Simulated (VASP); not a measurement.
Bi: single point with PBEsol

The system is Bi.

```
Bi
1.0
    -1.44212    1.44212    1.44212
     1.44212   -1.44212    1.44212
     1.44212    1.44212   -1.44212
Bi
1
Cartesian
  0.0000 0.0000 0.0000
```

This cell differs from its parent crystal: volume scaled by 0.4.

```
Program             : VASP 6.6.1
Task                : single point
Functional          : PBEsol
Potentials or basis : VASP PAW PBE potentials, release 64 (Bi_d)
Cutoff              : 520 eV
k mesh              : 15 × 15 × 15
Occupations         : fermi-dirac, width 0.08 eV
Spin                : no spin polarisation
```

The pressure is 475.5 GPa.

Levels at points of the mesh, in eV from the Fermi level:
```csv
k point,band 5,band 6,band 7,band 8,band 9,band 10,band 11,band 12
"(0.00, 0.00, 0.00)",-25.49,-25.49,6.96,6.96,6.96,15.95,15.95,15.95
```

It took 14 s on 1 thread of Intel Xeon 6975P-C (shared host), peak memory 0.14 GiB.

Caveat: the PAW data sets were made with another functional, which shifts forces and pressure a little; spin-orbit coupling is left out, which moves the levels of the heavy elements.
